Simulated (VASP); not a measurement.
Set up this calculation in VASP 6.6.1, as the native input.

```
Task                   : relaxation of the atoms
Functional             : PBE
Potentials or basis    : VASP PAW PBE potentials, release 64 (Rb_sv, Cd, Se, O)
Cutoff                 : 520 eV
k mesh                 : 4 × 4 × 4
Occupations            : fermi-dirac, width 0.02 eV
Spin                   : no spin polarisation
Dipole correction      : no
Further INCAR settings : ALGO = Normal; EDIFF = 1e-06; IBRION = 2; EDIFFG = -0.02; NSW = 80
```

The structure of Rb2CdSe2O6 lies in POSCAR:

```
Rb2CdSe2O6
1.0
    2.8751508921      1.6599691415      6.5561700000
   -2.8751508921      1.6599691415      6.5561700000
    0.0000000000     -3.3199382831      6.5561700000
Rb Cd Se O
2 1 2 6
Direct
    0.8037666667      0.8037666667      0.8037666667
    0.1962333333      0.1962333333      0.1962333333
    0.0000000000      0.0000000000      0.0000000000
    0.6269166667      0.6269166667      0.6269166667
    0.3730833333      0.3730833333      0.3730833333
    0.7444100000      0.2832100000      0.7444100000
    0.7444100000      0.7444100000      0.2832100000
    0.2832100000      0.7444100000      0.7444100000
    0.2555900000      0.7167900000      0.2555900000
    0.7167900000      0.2555900000      0.2555900000
    0.2555900000      0.2555900000      0.7167900000
```

One way to write it, as run:

INCAR

```
SYSTEM = Rb2CdSe2O6
ALGO     = Normal         ! electronic algorithm
EDIFF    = 1E-6           ! SCF threshold, eV
EDIFFG   = -0.02          ! ionic threshold
ENCUT    = 520            ! plane-wave cutoff, eV
GGA      = PE             ! functional
IBRION   = 2              ! ionic algorithm
ISIF     = 2              ! what is computed and relaxed
ISMEAR   = -1             ! smearing method
LASPH    = .True.         ! aspherical terms in the spheres
LCHARG   = .False.        ! write CHGCAR
LREAL    = .False.        ! projectors in reciprocal space
LUSENCCL = .False.      
LWAVE    = .False.        ! write WAVECAR
NELM     = 80             ! most SCF steps
NSW      = 80             ! ionic steps
PREC     = Accurate       ! precision mode
SIGMA    = 0.02           ! smearing width, eV
```

KPOINTS

```
k-points
0
Gamma
  4 4 4
  0 0 0
```

Potentials or basis: VASP PAW PBE potentials, release 64 (Rb_sv, Cd, Se, O).

The run is started by

```bash
$ cat potpaw_PBE.64/Rb_sv/POTCAR potpaw_PBE.64/Cd/POTCAR potpaw_PBE.64/Se/POTCAR potpaw_PBE.64/O/POTCAR > POTCAR
$ mpirun -np 1 vasp_std > vasp.out
```

Results of the run:

| Item | Value |
| --- | --- |
| Energy gained by relaxing | 12.4 meV/atom |
| Ionic steps | 11 |
| Pressure after relaxing | 2.9 GPa |
| Largest force after relaxing | 0.016 eV/Å |
| Band gap on the k mesh | 3.87 eV, indirect (least direct gap 3.99 eV) |

Run time: 7.1 min on 1 × NVIDIA H100 80GB with 1 thread of Intel(R) Xeon(R) Platinum 8481C CPU @ 2.70GHz (Sapphire Rapids), on a shared host, peak memory 1.4 GiB.
